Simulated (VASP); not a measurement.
Input of a VASP 6.6.1 run:

Contents of POSCAR:

```
K2S
1.0
    3.2987237897      3.2987237897      0.0000000000
   -3.2987237897      3.2987237897      0.0000000000
    0.0000000000      3.2987237897      3.2987237897
K S
2 1
Direct
    0.2500000000      0.7500000000      0.5000000000
    0.7500000000      0.2500000000      0.5000000000
    0.0000000000      0.0000000000      0.0000000000
```

The input INCAR.step1:

```
ALGO     = Normal         # electronic algorithm
EDIFF    = 1E-5           # SCF threshold, eV
ENCUT    = 550            # plane-wave cutoff, eV
GGA      = PE             # functional
GGA_COMPAT= F            
ISMEAR   = 0              # smearing method
LASPH    = T              # aspherical terms in the spheres
LCHARG   = F              # write CHGCAR
LREAL    = F              # projectors in reciprocal space
LWAVE    = T              # write WAVECAR
NBANDS   = 19             # bands
NELM     = 120            # most SCF steps
PREC     = Accurate       # precision mode
SIGMA    = 0.01           # smearing width, eV
```

The input INCAR.step2:

```
ALGO     = Normal         # electronic algorithm
EDIFF    = 1E-6           # SCF threshold, eV
ENCUT    = 550            # plane-wave cutoff, eV
GGA_COMPAT= F            
ISIF     = 2              # what is computed and relaxed
ISMEAR   = 0              # smearing method
ISTART   = 1            
LASPH    = T              # aspherical terms in the spheres
LCHARG   = F              # write CHGCAR
LMIXTAU  = T            
LREAL    = F              # projectors in reciprocal space
LWAVE    = F              # write WAVECAR
METAGGA  = R2SCAN         # meta-GGA
NBANDS   = 19             # bands
NELM     = 120            # most SCF steps
PREC     = Accurate       # precision mode
SIGMA    = 0.01           # smearing width, eV
```

The input KPOINTS:

```
k-points
0
Gamma
  6 6 6
```

Potentials or basis: VASP PAW PBE potentials, release 64 (K_sv, S).

Run with:

```bash
$ cat potpaw_PBE.64/K_sv/POTCAR potpaw_PBE.64/S/POTCAR > POTCAR
$ cp INCAR.step1 INCAR
$ mpirun -np 1 vasp_std > vasp.out
$ cp INCAR.step2 INCAR
$ mpirun -np 1 vasp_std > vasp.out
```

(1) Predict the band gap on the k mesh.

(2) What does it give for the pressure?

Results:

(1) 3.58 eV.

(2) 15.2 GPa.

Caveat: the cell stands under pressure; the PAW data sets were made with another functional, which shifts forces and pressure a little.
